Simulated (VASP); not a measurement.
Input of a VASP 6.6.1 run:

Contents of INCAR:

```
SYSTEM = Be
PREC     = Accurate       ! precision mode
ENCUT    = 520            ! plane-wave cutoff, eV
EDIFF    = 1E-7           ! SCF threshold, eV
ISMEAR   = -1             ! smearing method
SIGMA    = 0.1            ! smearing width, eV
LREAL    = .FALSE.        ! projectors in reciprocal space
LASPH    = .TRUE.         ! aspherical terms in the spheres
NELM     = 100            ! most SCF steps
ALGO     = Normal         ! electronic algorithm
ISIF     = 2              ! what is computed and relaxed
LWAVE    = .FALSE.        ! write WAVECAR
LCHARG   = .TRUE.         ! write CHGCAR
GGA      = PS             ! functional
LELF     = .TRUE.         ! ELF
LVHAR    = .TRUE.       
NBANDS   = 7              ! bands
```

File KPOINTS:

```
Automatic mesh
0
G
  23 23 23
  0 0 0
```

File POSCAR:

```
Be
1.0
   -1.0396326946      1.0396326946      1.0396326946
    1.0396326946     -1.0396326946      1.0396326946
    1.0396326946      1.0396326946     -1.0396326946
Be
1
Direct
    0.0000000000      0.0000000000      0.0000000000
```

Potentials or basis: VASP PAW PBE potentials, release 64 (Be).

The run is started by

```console
$ cat potpaw_PBE.64/Be/POTCAR > POTCAR
$ mpirun -np 1 vasp_std > vasp.out
```

(1) What does it give for the pressure?

(2) Predict the band gap on the k mesh.

## Answers

(1) 169.0 GPa.

(2) zero (band 1 reaches 19.16 eV, above the bottom of band 2 at 11.60 eV).

Caveat: the PAW data sets were made with another functional, which shifts forces and pressure a little.
